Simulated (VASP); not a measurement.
# Sb (Fm-3m) in VASP: further runs

Sb is run at these levels: PBE; tasks: single point.

All numbers are computed with VASP 6.6.1; they aren't measurements. Logs are shortened: lines on timing, memory, paths and dates and some standing lists are left out, and cuts for length are marked.

### Step 1. The cell of the first run

Symmetry: Fm-3m, No. 225, cubic system. The conventional cell has a = 4.822 Å, b = 4.822 Å, c = 4.822 Å, α = 90.00°, β = 90.00°, γ = 90.00°. Sb (site symmetry m-3m) has 12 Sb at 3.41 Å within 4.5 Å.

### Step 2. Single point, PBE (strained)

INCAR reads:

```
SYSTEM = Sb
PREC     = Accurate       ! precision mode
ENCUT    = 520            ! plane-wave cutoff, eV
EDIFF    = 1E-6           ! SCF threshold, eV
ISMEAR   = 0              ! smearing method
SIGMA    = 0.1            ! smearing width, eV
LREAL    = .False.        ! projectors in reciprocal space
LASPH    = .True.         ! aspherical terms in the spheres
NELM     = 60             ! most SCF steps
ALGO     = Normal         ! electronic algorithm
ISIF     = 2              ! what is computed and relaxed
LWAVE    = .False.        ! write WAVECAR
LCHARG   = .False.        ! write CHGCAR
GGA      = PE             ! functional
NBANDS   = 8              ! bands
```

KPOINTS reads:

```
Automatic mesh
0
Gamma
  16 16 16
  0 0 0
```

POSCAR reads:

```
Sb
1.0
    0.0000000000      2.4109845463      2.4109845463
    2.4109845463      0.0000000000      2.4109845463
    2.4109845463      2.4109845463      0.0000000000
Sb
1
Direct
    0.0000000000      0.0000000000      0.0000000000
```

Potentials or basis: VASP PAW PBE potentials, release 64 (Sb).

Launch:

```bash
> cat potpaw_PBE.64/Sb/POTCAR > POTCAR
> mpirun -np 1 vasp_std > vasp.out
```

OUTCAR:

```text
SYSTEM = Sb
   PREC = Accurate
   ENCUT = 520
   EDIFF = 1E-6
   ISMEAR = 0
   LREAL = .False.
   LASPH = .True.
   NELM = 60
   ISIF = 2
   GGA = PE

 ion  position               nearest neighbor table
   1  0.000  0.000  0.000-

  LATTYP: Found a face centered cubic cell.
 ALAT       =     4.8219690926

  Lattice vectors:

 A1 = (   0.0000000000,   2.4109845463,   2.4109845463)
 A2 = (   2.4109845463,   0.0000000000,   2.4109845463)
 A3 = (   2.4109845463,   2.4109845463,   0.0000000000)

Analysis of symmetry for initial positions (statically):
=====================================================================
 Subroutine PRICEL returns:
 Original cell was already a primitive cell.

 Routine SETGRP: Setting up the symmetry group for a
 face centered cubic supercell.

 Subroutine GETGRP returns: Found 48 space group operations
 (whereof 48 operations were pure point group operations)
 out of a pool of 48 trial point group operations.

The static configuration has the point symmetry O_h .

Analysis of symmetry for dynamics (positions and initial velocities):
=====================================================================
 Subroutine PRICEL returns:
 Original cell was already a primitive cell.

 Routine SETGRP: Setting up the symmetry group for a
 face centered cubic supercell.

 Subroutine GETGRP returns: Found 48 space group operations
 (whereof 48 operations were pure point group operations)
 out of a pool of 48 trial point group operations.

The dynamic configuration has the point symmetry O_h .

 Subroutine INISYM returns: Found 48 space group operations
 (whereof 48 operations are pure point group operations),
 and found     1 'primitive' translations

----------------------------------------------------------------------------------------

                                     Primitive cell

  volume of cell :      28.0294

  direct lattice vectors                    reciprocal lattice vectors
     0.000000000  2.410984546  2.410984546    -0.207384158  0.207384158  0.207384158
     2.410984546  0.000000000  2.410984546     0.207384158 -0.207384158  0.207384158
     2.410984546  2.410984546  0.000000000     0.207384158  0.207384158 -0.207384158

  length of vectors
     3.409647044  3.409647044  3.409647044     0.359199898  0.359199898  0.359199898

  position of ions in fractional coordinates (direct lattice)
     0.000000000  0.000000000  0.000000000

  ion indices of the primitive-cell ions
   primitive index   ion index
                 1           1

----------------------------------------------------------------------------------------

 KPOINTS: Automatic mesh

Automatic generation of k-mesh.
 Grid dimensions read from file:
 generate k-points for:   16   16   16

 Generating k-lattice:

  Cartesian coordinates                     Fractional coordinates (reciprocal lattice)
    -0.012961510  0.012961510  0.012961510     0.062500000  0.000000000  0.000000000
     0.012961510 -0.012961510  0.012961510     0.000000000  0.062500000  0.000000000
     0.012961510  0.012961510 -0.012961510     0.000000000  0.000000000  0.062500000

  Length of vectors
     0.022449994  0.022449994  0.022449994

  Shift w.r.t. Gamma in fractional coordinates (k-lattice)
     0.000000000  0.000000000  0.000000000

 Subroutine IBZKPT returns following result:
 ===========================================

 Found    145 irreducible k-points:

 Following reciprocal coordinates:
            Coordinates               Weight
  0.000000  0.000000  0.000000      1.000000
  0.062500  0.000000  0.000000      8.000000
  0.125000  0.000000  0.000000      8.000000
  0.187500  0.000000  0.000000      8.000000
  0.250000  0.000000  0.000000      8.000000
  0.312500  0.000000  0.000000      8.000000
[... 16 lines left out ...]
 -0.125000  0.062500  0.000000     24.000000
 -0.062500  0.062500  0.000000     12.000000
 [... further k-points ...]
   k-points           NKPTS =    145   k-points in BZ     NKDIM =    145   number of bands    NBANDS=      8
   number of dos      NEDOS =    301   number of ions     NIONS =      1
   total plane-waves  NPLWV =  21952
   dimension x,y,z NGX =    28 NGY =   28 NGZ =   28
   dimension x,y,z NGXF=    56 NGYF=   56 NGZF=   56
   ions per type =               1
   NGX,Y,Z   is equivalent  to a cutoff of  13.65, 13.65, 13.65 a.u.
   NGXF,Y,Z  is equivalent  to a cutoff of  27.30, 27.30, 27.30 a.u.
 SYSTEM =  Sb
   PREC   = accura    normal or accurate (medium, high low for compatibility)
   ISTART =      0    job   : 0-new  1-cont  2-samecut
   ICHARG =      2    charge: 1-file 2-atom 10-const
   ISPIN  =      1    spin polarized calculation?
   LNONCOLLINEAR =      F non collinear calculations
   LSORBIT =      F    spin-orbit coupling
   LASPH  =      T    aspherical Exc in radial PAW
   ENCUT  =  520.0 eV  38.22 Ry    6.18 a.u.   6.34  6.34  6.34*2*pi/ulx,y,z
   NELM   =     60;   NELMIN=  2; NELMDL= -5     # of ELM steps
   EDIFF  = 0.1E-05   stopping-criterion for ELM
   LREAL  =      F    real-space projection
   EDIFFG = 0.1E-04   stopping-criterion for IOM
   NSW    =      0    number of steps for IOM
   IBRION =     -1    ionic relax: 0-MD 1-quasi-New 2-CG
   NFREE  =      0    steps in history (QN), initial steepest desc. (CG)
   ISIF   =      2    stress and relaxation
   ISYM   =      2    0-nonsym 1-usesym 2-fastsym
   POTIM  = 0.5000    time-step for ionic-motion
   TEBEG  =    0.0;   TEEND  =   0.0 temperature during run
   PSTRESS=    0.0 pullay stress
   NELECT =       5.0000    total number of electrons
   NUPDOWN=      -1.0000    fix difference up-down
   EMIN   =  10.00;   EMAX   =-10.00  energy-range for DOS
   EFERMI =   0.00;   METHOD = LEGACY
   ISMEAR =     0;   SIGMA  =   0.10  broadening in eV -4-tet -1-fermi 0-gaus
   EFERMI_NEDOS =   21; number of points for ismear=-14 and -15
   IALGO  =     38    algorithm
   IMIX   =      4    mixing-type and parameters
     AMIX     =   0.40;   BMIX     =  1.00
     AMIX_MAG =   1.60;   BMIX_MAG =  1.00
  volume/ion in A,a.u.               =      28.03       189.15
  Fermi-wavevector in a.u.,A,eV,Ry     =   0.921567  1.741510 11.555242  0.849286
  Thomas-Fermi vector in A             =   2.046998
   LORBIT       =      0    0 simple, 1 ext, 2 COOP (PROOUT), +10 PAW based schemes
   GGA     = PE    functional components
   LHFCALC =     F    Hartree Fock is set to
   AEXX    =    0.0000 exact exchange contribution
   IVDW    =     0    specifies the selected vdW correction
   LEPSILON=     F    determine dielectric tensor
   LRPA    =     F    only Hartree local field effects (RPA)
 non-spin polarized calculation
 Gauss-broadening in eV      SIGMA  =   0.10
  energy-cutoff  :      520.00
  volume of cell :       28.03
 maximum number of plane-waves:       775
 NGX is ok and might be reduce to    28
   NGX = 13   NGY = 13   NGZ = 13

 number of electron       5.0000000 magnetization

 Free energy of the ion-electron system (eV)
  ---------------------------------------------------
  ext. energy  EPLUGINS =         0.00000000
  ---------------------------------------------------
  free energy    TOTEN  =        -3.81803152 eV

  energy without entropy =       -3.81282098  energy(sigma->0) =       -3.81542625

 E-fermi :   7.9880     XC(G=0): -10.0592

 val. band max:        7.9729661863   @ k =   0.4375   0.2500   0.1250
 cond. band min:       8.0007925862   @ k =   0.5000   0.4375   0.0625
 fundamental gap:      0.0278264000
 Fermi energy:         7.9880242651

 k-point     1 :       0.0000    0.0000    0.0000
  band No.  band energies     occupation
      1      -4.6081      2.00000
      2      13.0401      0.00000
      3      13.0401      0.00000
      4      13.0401      0.00000
      5      17.8349      0.00000
      6      17.8349      0.00000
      7      17.8349      0.00000
      8      18.2526      0.00000

 k-point     2 :       0.0625    0.0000    0.0000
  band No.  band energies     occupation
      1      -4.5337      2.00000
      2      12.3270      0.00000
      3      12.9445      0.00000
      4      12.9445      0.00000
      5      17.1626      0.00000
      6      17.9951      0.00000
      7      17.9951      0.00000
      8      19.3465      0.00000

 k-point     3 :       0.1250    0.0000    0.0000
  band No.  band energies     occupation
      1      -4.3115      2.00000
      2      10.7608      0.00000
      3      12.7004      0.00000
      4      12.7004      0.00000
      5      16.6606      0.00000
      6      18.3762      0.00000
      7      18.3762      0.00000
      8      20.2691      0.00000

 k-point     4 :       0.1875    0.0000    0.0000
  band No.  band energies     occupation
      1      -3.9441      2.00000
      2       8.9702      0.00000
      3      12.3910      0.00000
      4      12.3910      0.00000
      5      16.3128      0.00000
      6      18.5745      0.00000
      7      18.5745      0.00000
      8      20.3366      0.00000

 k-point     5 :       0.2500    0.0000    0.0000
  band No.  band energies     occupation
      1      -3.4380      2.00000
      2       7.1965      2.00000
      3      12.0833      0.00000
      4      12.0833      0.00000
      5      16.0804      0.00000
      6      18.2238      0.00000
      7      18.2238      0.00000
      8      19.5253      0.00000
[... 177 lines left out ...]
 k-point    22 :      -0.1875    0.0625    0.0000
  band No.  band energies     occupation
      1      -3.7251      2.00000
      2       8.3990      0.00000
      3      11.2845      0.00000
      4      12.6849      0.00000
      5      16.5851      0.00000
      6      18.2156      0.00000
      7      18.4046      0.00000
      8      19.6800      0.00000

 k-point    23 :      -0.1250    0.0625    0.0000
  band No.  band energies     occupation
      1      -4.1393      2.00000
      2      10.1551      0.00000
      3      11.6739      0.00000
      4      12.9501      0.00000
      5      16.7499      0.00000
      6      18.2181      0.00000
      7      18.6665      0.00000
      8      19.7451      0.00000

 k-point    24 :      -0.0625    0.0625    0.0000
  band No.  band energies     occupation
      1      -4.4101      2.00000
      2      11.6501      0.00000
      3      12.2317      0.00000
      4      13.0548      0.00000
      5      16.9029      0.00000
      6      17.9792      0.00000
      7      18.3760      0.00000
      8      20.1711      0.00000

 [... further k-points ...]
[... 5 lines left out ...]
  --------------------------------------------------------------------------------------
  -------------------------------------------------------------------------------------
  Total       -0.2109067     -0.2109067     -0.2109067     -0.0000000      0.0000000     -0.0000000
  in kB      -12.0555701    -12.0555701    -12.0555701     -0.0000000      0.0000000     -0.0000000
  external PRESSURE =     -12.0555701 kB  Pullay stress =       0.0000000 kB

 VOLUME and BASIS-vectors are now :
 -----------------------------------------------------------------------------
  energy-cutoff  :      520.00
  volume of cell :       28.03
      direct lattice vectors                 reciprocal lattice vectors
     0.000000000  2.410984546  2.410984546    -0.207384158  0.207384158  0.207384158
     2.410984546  0.000000000  2.410984546     0.207384158 -0.207384158  0.207384158
     2.410984546  2.410984546  0.000000000     0.207384158  0.207384158 -0.207384158

 POSITION                                       TOTAL-FORCE (eV/Angst)
 -----------------------------------------------------------------------------------
      0.00000      0.00000      0.00000         0.000000      0.000000      0.000000
 -----------------------------------------------------------------------------------
    total drift:                                0.000000      0.000000      0.000000

  FREE ENERGIE OF THE ION-ELECTRON SYSTEM (eV)
  ---------------------------------------------------
  free  energy   TOTEN  =        -3.8180315166 eV

  energy  without entropy=       -3.8128209793  energy(sigma->0) =       -3.81542625
```

Wall time 55 s (1 thread of AMD EPYC 7R13, shared host); peak memory 0.14 GiB.

What came out:

```yaml
Free_energy: -3.8180 eV
Pressure: -1.2 GPa
```

Levels at points of the mesh, in eV from the Fermi level:
```tsv
k point	band 1	band 2	band 3	band 4	band 5	band 6	band 7
(0.00, 0.00, 0.00)	-12.60	5.05	5.05	5.05	9.85	9.85	9.85
(0.50, 0.00, 0.00)	-9.06	-5.54	3.46	3.46	7.94	9.02	9.02
(0.50, 0.50, 0.00)	-7.55	-4.69	0.39	0.39	4.14	4.65	17.31
```

Caveat: the cell differs from its parent crystal (strained); spin-orbit coupling is left out, which moves the levels of the heavy elements.

### Step 3. Single point, PBE (one atom moved)

INCAR reads:

```
SYSTEM = Sb
PREC = Accurate ; ENCUT = 500
EDIFF = 1E-6 ; ISMEAR = 0
SIGMA = 0.1 ; LREAL = .False.
LASPH = .True. ; NELM = 120
ALGO = Normal ; ISIF = 2
LWAVE = .False. ; LCHARG = .False.
GGA = PE ; NBANDS = 8
GGA_COMPAT = .False.
```

KPOINTS reads:

```
Automatic mesh
0
Gamma
  14 14 14
  0 0 0
```

POSCAR reads:

```
Sb
1.0
    0.0000000000      2.3712425216      2.3712425216
    2.3712425216      0.0000000000      2.3712425216
    2.3712425216      2.3712425216      0.0000000000
Sb
1
Direct
   -0.0525230966      0.0665916702      0.0222183094
```

Potentials or basis: VASP PAW PBE potentials, release 64 (Sb).

Launch:

```bash
> cat potpaw_PBE.64/Sb/POTCAR > POTCAR
> mpirun -np 1 vasp_std > vasp.out
```

OUTCAR:

```text
SYSTEM = Sb
   PREC = Accurate
   ENCUT = 500
   EDIFF = 1E-6
   ISMEAR = 0
   LREAL = .False.
   LASPH = .True.
   NELM = 120
   ISIF = 2
   GGA = PE

 ion  position               nearest neighbor table
   1  0.947  0.067  0.022-

  LATTYP: Found a face centered cubic cell.
 ALAT       =     4.7424850432

  Lattice vectors:

 A1 = (   0.0000000000,   2.3712425216,   2.3712425216)
 A2 = (   2.3712425216,   0.0000000000,   2.3712425216)
 A3 = (   2.3712425216,   2.3712425216,   0.0000000000)

Analysis of symmetry for initial positions (statically):
=====================================================================
 Subroutine PRICEL returns:
 Original cell was already a primitive cell.

 Routine SETGRP: Setting up the symmetry group for a
 face centered cubic supercell.

 Subroutine GETGRP returns: Found 48 space group operations
 (whereof  1 operations were pure point group operations)
 out of a pool of 48 trial point group operations.

The static configuration has the point symmetry C_1 .
 The point group associated with its full space group is O_h .

Analysis of symmetry for dynamics (positions and initial velocities):
[... 157 lines left out ...]

 E-fermi :   8.7033     XC(G=0): -10.2770

 val. band max:        8.6340724731   @ k =  -0.2857   0.2143   0.0714
 cond. band min:       8.7062102630   @ k =  -0.4286   0.3571   0.1429
 fundamental gap:      0.0721377899
 Fermi energy:         8.7032893943

 k-point     1 :       0.0000    0.0000    0.0000
  band No.  band energies     occupation
      1      -4.3501      2.00000
      2      14.0437      0.00000
      3      14.0437      0.00000
      4      14.0437      0.00000
      5      18.6370      0.00000
      6      18.6370      0.00000
      7      18.6370      0.00000
      8      18.8951      0.00000
[... 243 lines left out ...]
 k-point    24 :       0.2857    0.1429    0.0000
  band No.  band energies     occupation
      1      -2.8713      2.00000
      2       8.3893      1.99999
      3      11.4848      0.00000
      4      11.8074      0.00000
      5      15.9333      0.00000
      6      17.5310      0.00000
      7      20.7567      0.00000
      8      21.1221      0.00000

 [... further k-points ...]
[... 5 lines left out ...]
  --------------------------------------------------------------------------------------
  -------------------------------------------------------------------------------------
  Total        0.2814891      0.2814891      0.2814891     -0.0000000     -0.0000000      0.0000000
  in kB       16.9127531     16.9127531     16.9127531     -0.0000000     -0.0000000      0.0000000
  external PRESSURE =      16.9127531 kB  Pullay stress =       0.0000000 kB

 VOLUME and BASIS-vectors are now :
 -----------------------------------------------------------------------------
  energy-cutoff  :      500.00
  volume of cell :       26.67
      direct lattice vectors                 reciprocal lattice vectors
     0.000000000  2.371242522  2.371242522    -0.210859916  0.210859916  0.210859916
     2.371242522  0.000000000  2.371242522     0.210859916 -0.210859916  0.210859916
     2.371242522  2.371242522  0.000000000     0.210859916  0.210859916 -0.210859916

 POSITION                                       TOTAL-FORCE (eV/Angst)
 -----------------------------------------------------------------------------------
      0.21059      2.29938      2.40460        -0.000000      0.000000      0.000000
 -----------------------------------------------------------------------------------
    total drift:                                0.000000     -0.000000     -0.000000

  FREE ENERGIE OF THE ION-ELECTRON SYSTEM (eV)
  ---------------------------------------------------
  free  energy   TOTEN  =        -3.8125674486 eV

  energy  without entropy=       -3.8067423522  energy(sigma->0) =       -3.80965490
```

Wall time 4.3 s (1 thread of Intel Xeon 6975P-C (Granite Rapids), shared host); peak memory 0.14 GiB.

What came out:

| Item | Value |
| --- | --- |
| Free energy | -3.8126 eV |
| Pressure | 1.7 GPa |

Caveat: the cell differs from its parent crystal (one atom moved); spin-orbit coupling is left out, which moves the levels of the heavy elements.

(Continued in part 2 of 2.)
